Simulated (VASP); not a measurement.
Wanted: the native input for a VASP 6.6.1 run.

| Item | Value |
| --- | --- |
| Task | single point |
| Functional | PBE |
| Potentials or basis | VASP PAW PBE potentials, release 64 (Ga_d) |
| Cutoff | 520 eV |
| k mesh | 8 × 8 × 10 |
| Occupations | fermi-dirac, width 0.05 eV |
| Spin | no spin polarisation |
| Dipole correction | no |
| Further INCAR settings | ALGO = Normal; EDIFF = 1e-06; NBANDS = 26 |

The structure of Ga lies in POSCAR:

```
Ga
1.0
    3.5304147870      0.0000000000      0.0000000000
   -1.7652073935      3.0574288914      0.0000000000
    0.0000000000      0.0000000000      2.1450848808
Ga
3
Direct
    0.0000000000      0.0000000000      0.0000000000
    0.3333333333      0.6666666667      0.5000000000
    0.6666666667      0.3333333333      0.5000000000
```

These files were run (other wordings do the same):

INCAR

```
SYSTEM = Ga
  ALGO = Normal
  EDIFF = 1E-6
  ENCUT = 520
  GGA = PE
  ISIF = 2
  ISMEAR = -1
  LASPH = .True.
  LCHARG = .False.
  LREAL = .False.
  LWAVE = .False.
  NBANDS = 26
  NELM = 60
  PREC = Accurate
  SIGMA = 0.05
```

KPOINTS

```
k-points
0
Gamma
  8 8 10
  0 0 0
```

Potentials or basis: VASP PAW PBE potentials, release 64 (Ga_d).

The run is started by

```bash
$ cat potpaw_PBE.64/Ga_d/POTCAR > POTCAR
$ mpirun -np 1 vasp_std > vasp.out
```

Results of the run:

The pressure is 399.0 GPa.

It took 16 s on 1 thread of AMD EPYC 9R45 96-Core Processor (Zen 5), on a shared host, peak memory 0.12 GiB.
